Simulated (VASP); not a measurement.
# La16HO24 (a cell with a defect) in VASP: notebook

Runs on La16HO24 (a cell with a defect). Level: PBE. Tasks: single point.

Program: VASP 6.6.1. These are calculated values, not measurements. Logs are shortened: lines on timing, memory, paths and dates and some standing lists are left out, and cuts for length are marked.

## Step 1: The cell of the first run

The cell holds a defect, 41 atoms: a = 7.881 Å, b = 7.881 Å, c = 12.376 Å, α = 90.00°, β = 90.00°, γ = 120.00°.

## Step 2: Single point, PBE

Contents of INCAR:

```
PREC     = Accurate       # precision mode
ENCUT    = 520            # plane-wave cutoff, eV
EDIFF    = 1E-7           # SCF threshold, eV
ISMEAR   = -1             # smearing method
SIGMA    = 0.01           # smearing width, eV
LREAL    = Auto         
LASPH    = True           # aspherical terms in the spheres
NELM     = 100            # most SCF steps
ALGO     = Normal         # electronic algorithm
ISIF     = 2              # what is computed and relaxed
LWAVE    = False          # write WAVECAR
LCHARG   = False          # write CHGCAR
GGA      = PE             # functional
NBANDS   = 186            # bands
NELECT   = 320.0
```

Contents of KPOINTS:

```
Automatic mesh
0
Gamma
  1 1 1
  0.25 0.25 0.25
```

Contents of POSCAR:

```
La16HO24
1.0
    7.8811453692     -0.0000000560      0.0000000000
   -3.9405726361      6.8252721287      0.0000000000
    0.0000000000      0.0000000000     12.3757188400
La O H
16 24 1
Direct
    0.3425535454      0.1679466542      0.3762316237
    0.1707465769      0.3295090287      0.1250211974
    0.3383423488      0.1614405165      0.8770349606
    0.1745814862      0.3365599452      0.6267298694
    0.3514919143      0.6743385894      0.3730315883
    0.1702652559      0.8322999754      0.1243155188
    0.3354444202      0.6630196079      0.8741012930
    0.1711045772      0.8341554887      0.6212401185
    0.8512065363      0.1866262500      0.4001671640
    0.6673773591      0.3293369757      0.1248088653
    0.8406720325      0.1647995375      0.8762341151
    0.6705476183      0.3367826943      0.6267022021
    0.8393302271      0.6735745574      0.3732817843
    0.6567232668      0.8050670053      0.1034224081
    0.8437026798      0.6627349569      0.8742143306
    0.6711427754      0.8329038257      0.6257438470
    0.3390249173      0.1641361068      0.1789983586
    0.1708282789      0.3372354341      0.3255885730
    0.0055661524     -0.0023910550      0.0005969547
    0.3400818879      0.1656799051      0.6759742827
    0.1723220744      0.3327193385      0.8230944590
    0.0037276269      0.0009791647      0.5011790580
    0.3396950360      0.6613134427      0.1741020157
    0.1721409573      0.8346218240      0.3231715666
   -0.0029776508      0.4817236194      0.0030711243
    0.3402562437      0.6667910352      0.6781551316
    0.1711986080      0.8316839344      0.8226456648
    0.0054730964      0.5012822907      0.5020815454
    0.8294882682      0.1454785758      0.1811771781
    0.6758888529      0.3372242090      0.3246360611
    0.5020766836     -0.0037903238      0.0004731222
    0.8408208987      0.1670176340      0.6756705068
    0.6699159245      0.3323375279      0.8237324647
    0.5114348795      0.0026584375      0.4996236271
    0.8358983627      0.6612100993      0.1734025341
    0.6851957067      0.8602707438      0.3133255776
    0.4994731644      0.4901855189      0.0068369325
    0.8415953656      0.6665110835      0.6787941327
    0.6696202767      0.8286440033      0.8286360952
    0.5163360426      0.5178499253      0.4964927872
   -0.2277259228      0.0324293595      0.2367244890
```

Potentials or basis: VASP PAW PBE potentials, release 64 (La, O, H).

Run with:

```console
$ cat potpaw_PBE.64/La/POTCAR potpaw_PBE.64/O/POTCAR potpaw_PBE.64/H/POTCAR > POTCAR
$ mpirun -np 1 vasp_std > vasp.out
```

OUTCAR:

```text
PREC = Accurate
   ENCUT = 520
   EDIFF = 1E-7
   ISMEAR = -1
   LREAL = Auto
   LASPH = True
   NELM = 100
   ISIF = 2
   GGA = PE
   NELECT = 320.0

 ion  position               nearest neighbor table
   1  0.343  0.168  0.376-  30 2.36  24 2.37  18 2.41  17 2.44  34 2.74  22 2.78  40 2.81
   2  0.171  0.330  0.125-  23 2.34  17 2.37  29 2.43  18 2.48  37 2.68  25 2.69  19 2.74
   3  0.338  0.161  0.877-  27 2.35  33 2.36  21 2.40  20 2.49  31 2.72  19 2.74  37 2.76
   4  0.175  0.337  0.627-  26 2.34  32 2.36  20 2.38  21 2.43  28 2.75  22 2.77   9 3.57
   5  0.351  0.674  0.373-  18 2.38  36 2.40  24 2.40  23 2.46  40 2.67  34 2.73
   6  0.170  0.832  0.124-  35 2.36  17 2.36  23 2.40  24 2.46  19 2.72  31 2.73  25 2.82
   7  0.335  0.663  0.874-  21 2.34  39 2.35  27 2.36  26 2.43  31 2.76  25 2.81  37 2.83  14 3.59
[... 22 lines left out ...]
  26  0.340  0.667  0.678-   4 2.34  16 2.35   8 2.40   7 2.43
  27  0.171  0.832  0.823-  15 2.32   3 2.35   7 2.36   8 2.49
  28  0.005  0.501  0.502-   9 2.49   8 2.71   4 2.75  12 2.76  13 2.81
  29  0.829  0.145  0.181-  41 1.03   2 2.43  10 2.46  14 2.51   9 2.72
  30  0.676  0.337  0.325-   1 2.36  13 2.37   9 2.41  10 2.47
  31  0.502  0.996  0.000-  14 2.69   3 2.72   6 2.73  10 2.75   7 2.76  11 2.78
  32  0.841  0.167  0.676-   4 2.36  16 2.36  12 2.40  11 2.48
  33  0.670  0.332  0.824-  15 2.34   3 2.36  11 2.40  12 2.44
  34  0.511  0.003  0.500-   9 2.63   5 2.73  16 2.74   1 2.74   8 2.77  12 2.77
  35  0.836  0.661  0.173-  10 2.34   6 2.36  14 2.37  13 2.48
  36  0.685  0.860  0.313-   5 2.40  13 2.45   9 2.47  14 2.62
  37  0.499  0.490  0.007-  14 2.46  10 2.68   2 2.68   3 2.76   7 2.83
  38  0.842  0.667  0.679-  12 2.34   8 2.36  16 2.39  15 2.42
  39  0.670  0.829  0.829-   7 2.35  11 2.37  15 2.39  16 2.51
  40  0.516  0.518  0.496-   5 2.67  16 2.68  13 2.68  12 2.80   1 2.81
  41  0.772  0.032  0.237-  29 1.03  14 2.26   9 2.28

  LATTYP: Found a hexagonal cell.
 ALAT       =     7.8811453692
 C/A-ratio  =     1.5702944509

  Lattice vectors:

 A1 = (   7.8811453692,  -0.0000000560,   0.0000000000)
 A2 = (  -3.9405726361,   6.8252721287,   0.0000000000)
 A3 = (   0.0000000000,   0.0000000000,  12.3757188400)

Analysis of symmetry for initial positions (statically):
=====================================================================
 Subroutine PRICEL returns:
 Original cell was already a primitive cell.

 Routine SETGRP: Setting up the symmetry group for a
 hexagonal supercell.

 Subroutine GETGRP returns: Found  1 space group operations
 (whereof  1 operations were pure point group operations)
 out of a pool of 24 trial point group operations.
[... 180 lines left out ...]
   ISIF   =      2    stress and relaxation
   ISYM   =      2    0-nonsym 1-usesym 2-fastsym
   POTIM  = 0.5000    time-step for ionic-motion
   TEBEG  =    0.0;   TEEND  =   0.0 temperature during run
   PSTRESS=    0.0 pullay stress
   NELECT =     320.0000    total number of electrons
   NUPDOWN=      -1.0000    fix difference up-down
   EMIN   =  10.00;   EMAX   =-10.00  energy-range for DOS
   EFERMI =   0.00;   METHOD = LEGACY
   ISMEAR =    -1;   SIGMA  =   0.01  broadening in eV -4-tet -1-fermi 0-gaus
   EFERMI_NEDOS =   21; number of points for ismear=-14 and -15
   IALGO  =     38    algorithm
   IMIX   =      4    mixing-type and parameters
     AMIX     =   0.40;   BMIX     =  1.00
     AMIX_MAG =   1.60;   BMIX_MAG =  1.00
  volume/ion in A,a.u.               =      16.24       109.57
  Fermi-wavevector in a.u.,A,eV,Ry     =   1.282424  2.423430 22.376289  1.644611
  Thomas-Fermi vector in A             =   2.414736
   LORBIT       =      0    0 simple, 1 ext, 2 COOP (PROOUT), +10 PAW based schemes
   GGA     = PE    functional components
   LHFCALC =     F    Hartree Fock is set to
   AEXX    =    0.0000 exact exchange contribution
   IVDW    =     0    specifies the selected vdW correction
   LEPSILON=     F    determine dielectric tensor
   LRPA    =     F    only Hartree local field effects (RPA)
 non-spin polarized calculation
  energy-cutoff  :      520.00
  volume of cell :      665.70
 maximum number of plane-waves:     17910
 NGX is ok and might be reduce to    60
   NGX = 29   NGY = 29   NGZ = 47

 number of electron     320.0000002 magnetization

 Free energy of the ion-electron system (eV)
  ---------------------------------------------------
  ext. energy  EPLUGINS =         0.00000000
  ---------------------------------------------------
  free energy    TOTEN  =      -345.56637194 eV

  energy without entropy =     -345.56637194  energy(sigma->0) =     -345.56637194

 E-fermi :   6.0736     XC(G=0): -10.3784

 val. band max:        5.7378015214   @ k =  -0.2500  -0.2500   0.2500
 cond. band min:       9.7372740662   @ k =   0.5000  -0.2500   0.2500
 fundamental gap:      3.9994725448
 Fermi energy:         6.0736397991

 k-point     1 :       0.2500    0.2500    0.2500
  band No.  band energies     occupation
      1     -23.9940      2.00000
      2     -23.9403      2.00000
      3     -23.9104      2.00000
      4     -23.8881      2.00000
      5     -23.8737      2.00000
      6     -23.8467      2.00000
[... 1039 lines left out ...]
    171      10.4261      0.00000
    172      10.4413      0.00000
 [bands above 172 left out]

------------------------ aborting loop because EDIFF is reached ----------------------------------------

  FORCE on cell =-STRESS in cart. coord.  units (eV):
  Direction    XX          YY          ZZ          XY          YZ          ZX
  --------------------------------------------------------------------------------------
  -------------------------------------------------------------------------------------
  Total      -11.4844870    -10.5521003     -7.1116711      2.0775549      4.1609605     -1.2722454
  in kB      -27.6402802    -25.3962591    -17.1160088      5.0001535     10.0143885     -3.0619755
  external PRESSURE =     -23.3841827 kB  Pullay stress =       0.0000000 kB

 VOLUME and BASIS-vectors are now :
 -----------------------------------------------------------------------------
  energy-cutoff  :      520.00
  volume of cell :      665.70
      direct lattice vectors                 reciprocal lattice vectors
     7.881145369 -0.000000056  0.000000000     0.126885111  0.073257152  0.000000000
    -3.940572636  6.825272129  0.000000000     0.000000001  0.146514305  0.000000000
     0.000000000  0.000000000 12.375718840     0.000000000  0.000000000  0.080803387

 POSITION                                       TOTAL-FORCE (eV/Angst)
 -----------------------------------------------------------------------------------
      2.03791      1.14628      4.65614        -0.131168      0.066427     -0.000102
      0.04722      2.24899      1.54723         0.103080     -0.064196      0.022973
      2.03036      1.10188     10.85394        -0.098627      0.060187     -0.021004
      0.04966      2.29711      7.75623         0.143428     -0.074160      0.014657
      0.11288      4.60254      4.61653        -0.141135      0.077585     -0.018607
     -1.93785      5.68067      1.53849         0.132809     -0.061147      0.011512
[... 33 lines left out ...]
      2.02869      3.53447      6.14446        -0.012921      0.010633      0.004957
      5.95861      0.22134      2.92964        -0.004507     -0.071470      0.065515
 -----------------------------------------------------------------------------------
    total drift:                                0.010419      0.000559     -0.013378

  FREE ENERGIE OF THE ION-ELECTRON SYSTEM (eV)
  ---------------------------------------------------
  free  energy   TOTEN  =      -345.5663719434 eV

  energy  without entropy=     -345.5663719434  energy(sigma->0) =     -345.56637194
```

Run time: 36 min. Hardware: 1 thread of Intel Xeon Platinum 8559C (Emerald Rapids), shared host; peak memory 0.99 GiB.

Results:

| Item | Value |
| --- | --- |
| Free energy | -345.5664 eV |
| Largest force | 0.174 eV/Å |

Forces on the atoms (eV/Å):
```
La  -0.131  0.066  0.000
La   0.103 -0.064  0.023
La  -0.099  0.060 -0.021
La   0.143 -0.074  0.015
La  -0.141  0.078 -0.019
La   0.133 -0.061  0.012
La  -0.139  0.070 -0.039
La   0.115 -0.066  0.013
La  -0.107  0.067 -0.001
La   0.115 -0.076  0.006
La  -0.139  0.080 -0.002
La   0.130 -0.068  0.001
La  -0.115  0.073 -0.022
La   0.099 -0.049  0.018
La  -0.127  0.064 -0.015
La   0.137 -0.076  0.014
O   -0.124  0.059 -0.010
O    0.123 -0.065 -0.010
O    0.012 -0.004 -0.013
O   -0.133  0.075  0.005
O    0.127 -0.076  0.008
O   -0.009  0.005 -0.006
O   -0.110  0.058 -0.011
O    0.145 -0.078  0.000
O    0.008  0.001  0.000
O   -0.125  0.069 -0.005
O    0.113 -0.066  0.024
O    0.002  0.002  0.011
O   -0.087  0.141 -0.054
O    0.126 -0.074  0.011
O    0.013 -0.011  0.001
O   -0.121  0.066  0.002
O    0.117 -0.062  0.007
O   -0.008 -0.011  0.021
O   -0.126  0.072 -0.009
O    0.103 -0.067 -0.018
O    0.012 -0.005 -0.013
O   -0.137  0.078 -0.003
O    0.120 -0.070  0.011
O   -0.013  0.011  0.005
H   -0.005 -0.071  0.066
```

Caveat: the cell carries a net charge on a neutralising background, which shifts energy and pressure; the cell is charged against a uniform background, so pressure and absolute levels hang on convention; spin-orbit coupling is left out, which moves the levels of the heavy elements.

## Step 3: Single point, PBE

Contents of INCAR:

```
SYSTEM = La16HO24
PREC     = Accurate       ! precision mode
ENCUT    = 520            ! plane-wave cutoff, eV
EDIFF    = 1E-7           ! SCF threshold, eV
ISMEAR   = -1             ! smearing method
SIGMA    = 0.01           ! smearing width, eV
LREAL    = Auto         
LASPH    = .True.         ! aspherical terms in the spheres
NELM     = 100            ! most SCF steps
ALGO     = Normal         ! electronic algorithm
ISIF     = 2              ! what is computed and relaxed
LWAVE    = .False.        ! write WAVECAR
LCHARG   = .False.        ! write CHGCAR
GGA      = PE             ! functional
NELECT   = 320.0        
NBANDS   = 186            ! bands
```

KPOINTS is that of step 2.

Contents of POSCAR:

```
La16HO24
1.0
    7.8811453700     -0.0000000600      0.0000000000
   -3.9405726400      6.8252721300      0.0000000000
    0.0000000000      0.0000000000     12.3757188400
La O H
16 24 1
Direct
    0.3059681014      0.1584419019      0.3974232429
    0.1740589545      0.3406045131      0.1274490061
    0.3335914536      0.1721659028      0.8748310243
    0.1631508447      0.3444869131      0.6264283172
    0.3327421236      0.6714699706      0.3764420239
    0.1748913843      0.8527495401      0.1277726416
    0.3347986416      0.6724475665      0.8792646941
    0.1630233807      0.8363053034      0.6265050284
    0.8297651700      0.1687039908      0.3758458498
    0.6874053811      0.3524680031      0.1003578783
    0.8377859383      0.1717370701      0.8739896502
    0.6652750479      0.3415846897      0.6244043469
    0.8298398159      0.6716924679      0.3756553212
    0.6680679532      0.8434500786      0.1244827715
    0.8370841667      0.6759927839      0.8739066067
    0.6618178191      0.8397292423      0.6235774882
    0.3607380064      0.1866202959      0.1871411245
    0.1616966154      0.3371213404      0.3272217947
    0.0182281835      0.0171851290      0.0036629538
    0.3292800370      0.1704098526      0.6719731117
    0.1674855352      0.3427565278      0.8217952918
   -0.0090997821      0.0011441963      0.4941760950
    0.3349581729      0.6733700067      0.1777594611
    0.1618025224      0.8410782596      0.3268979772
    0.0019612906      0.5067852610     -0.0014256671
    0.3320726587      0.6721659700      0.6775725965
    0.1670996427      0.8412244363      0.8222547886
   -0.0179261136      0.4981184945      0.4976257180
    0.8377487113      0.1769684548      0.1758662052
    0.6458314328      0.3306478068      0.3191394983
    0.5024734584      0.0120624936      0.0008341304
    0.8330799972      0.1710100938      0.6770150562
    0.6676839694      0.3420611908      0.8251048199
    0.4974145703      0.0039195316      0.5002833062
    0.8377761273      0.6721414552      0.1750528313
    0.6646354655      0.8402999146      0.3218933794
    0.5017176932      0.5054584701     -0.0005099855
    0.8328094629      0.6732554800      0.6774092304
    0.6660775585      0.8412424145      0.8244522198
    0.4978566904      0.5059820568      0.4998253977
   -0.4676216590     -0.7267670894      0.2636946864
```

Potentials or basis: VASP PAW PBE potentials, release 64 (La, O, H).

Run with:

```console
$ cat potpaw_PBE.64/La/POTCAR potpaw_PBE.64/O/POTCAR potpaw_PBE.64/H/POTCAR > POTCAR
$ mpirun -np 1 vasp_std > vasp.out
```

Wall time 30 min (1 thread of Intel Xeon Platinum 8559C (Emerald Rapids), shared host); peak memory 0.99 GiB.

It converged, with:

* Free energy: -345.5663 eV
* Largest force: 0.169 eV/Å

Forces in eV/Å, atoms in the order of the input:
```
La  -0.107  0.046 -0.012
La   0.128 -0.060  0.013
La  -0.133  0.074 -0.012
La   0.128 -0.075  0.010
La  -0.121  0.083 -0.001
La   0.132 -0.080  0.009
La  -0.119  0.060 -0.015
La   0.134 -0.080  0.030
La  -0.115  0.056  0.001
La   0.097 -0.054  0.005
La  -0.136  0.078 -0.011
La   0.139 -0.076  0.014
La  -0.107  0.072 -0.018
La   0.134 -0.079 -0.002
La  -0.135  0.079 -0.021
La   0.117 -0.061  0.015
O   -0.103  0.047  0.020
O    0.120 -0.068  0.010
O    0.009  0.001  0.006
O   -0.127  0.079 -0.007
O    0.122 -0.078  0.004
O   -0.013  0.006  0.005
O   -0.136  0.086 -0.004
O    0.108 -0.071 -0.002
O    0.003  0.000 -0.002
O   -0.119  0.069 -0.009
O    0.129 -0.077  0.004
O   -0.008  0.002 -0.011
O   -0.133  0.071 -0.014
O    0.162 -0.011  0.047
O    0.004 -0.012 -0.007
O   -0.122  0.076  0.004
O    0.129 -0.079  0.002
O   -0.012  0.007 -0.011
O   -0.117  0.070  0.013
O    0.115 -0.085 -0.003
O    0.009 -0.003  0.016
O   -0.129  0.076 -0.003
O    0.129 -0.069  0.000
O   -0.007  0.010  0.006
H   -0.048 -0.031 -0.069
```

Levels at points of the mesh, in eV from the Fermi level:
```csv
k point,band 156,band 157,band 158,band 159,band 160,band 161,band 162,band 163,band 164,band 165
"(0.25, 0.25, 0.25)",-0.45,-0.43,-0.40,-0.38,-0.34,3.69,3.79,3.90,3.98,4.01
```

Caveat: the cell carries a net charge on a neutralising background, which shifts energy and pressure; the cell is charged against a uniform background, so pressure and absolute levels hang on convention; spin-orbit coupling is left out, which moves the levels of the heavy elements.
